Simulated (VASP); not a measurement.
Write the native input for VASP 6.6.1 that does the following.

```
Task                   : single point
Functional             : r2SCAN
Potentials or basis    : VASP PAW PBE potentials, release 64 (Si, C)
Cutoff                 : 520 eV
k mesh                 : 12 × 12 × 4
Occupations            : gaussian, width 0.02 eV
Spin                   : no spin polarisation
Dipole correction      : no
Further INCAR settings : ALGO = Normal; EDIFF = 1e-06; NBANDS = 26
```

The system is SiC.

```
CELL_PARAMETERS angstrom
3.07756 0.00000 0.00000
-1.53878 2.66524 0.00000
0.00000 0.00000 10.07677
ATOMIC_POSITIONS crystal
Si 0.66667 0.33333 0.93784
Si 0.33333 0.66667 0.43784
Si 0.00000 0.00000 0.68789
Si 0.00000 0.00000 0.18789
C 0.66667 0.33333 0.74980
C 0.33333 0.66667 0.24980
C 0.00000 0.00000 0.50046
C 0.00000 0.00000 0.00046
```

One way to write it, as run:

POSCAR

```
SiC
1.0
    3.0775593345      0.0000000000      0.0000000000
   -1.5387796672      2.6652445654      0.0000000000
    0.0000000000      0.0000000000     10.0767691650
Si C
4 4
Direct
    0.6666666667      0.3333333333      0.9378376193
    0.3333333333      0.6666666667      0.4378376193
    0.0000000000      0.0000000000      0.6878931819
    0.0000000000      0.0000000000      0.1878931819
    0.6666666667      0.3333333333      0.7498040042
    0.3333333333      0.6666666667      0.2498040042
    0.0000000000      0.0000000000      0.5004641945
    0.0000000000      0.0000000000      0.0004641945
```

INCAR.step1

```
SYSTEM = SiC
PREC = Accurate
ENCUT = 520
ISMEAR = 0
SIGMA = 0.02
LREAL = .False.
LASPH = .True.
NELM = 60
NBANDS = 26
GGA = PE
ALGO = Normal
EDIFF = 1E-4
LWAVE = .True.
LCHARG = .False.
```

INCAR.step2

```
SYSTEM = SiC
PREC = Accurate
ENCUT = 520
EDIFF = 1E-6
ISMEAR = 0
SIGMA = 0.02
LREAL = .False.
LASPH = .True.
NELM = 60
ALGO = Normal
ISIF = 2
LWAVE = .False.
LCHARG = .False.
METAGGA = R2SCAN
LMIXTAU = .True.
NBANDS = 26
ISTART = 1
```

KPOINTS

```
regular mesh
0
Gamma
  12 12 4
  0 0 0
```

Potentials or basis: VASP PAW PBE potentials, release 64 (Si, C).

Command:

```console
$ cat potpaw_PBE.64/Si/POTCAR potpaw_PBE.64/C/POTCAR > POTCAR
$ cp INCAR.step1 INCAR
$ mpirun -np 1 vasp_std > vasp.out
$ cp INCAR.step2 INCAR
$ mpirun -np 1 vasp_std > vasp.out
```

Results of the run:

- Pressure: -0.2 GPa
- Band gap on the k mesh: 2.61 eV (least direct gap 3.79 eV)

Caveat: the PAW data sets were made with another functional, which shifts forces and pressure a little.

Wall time 9.5 min on 1 thread of Intel Xeon 8259CL, with other jobs on the host, peak memory 0.26 GiB.
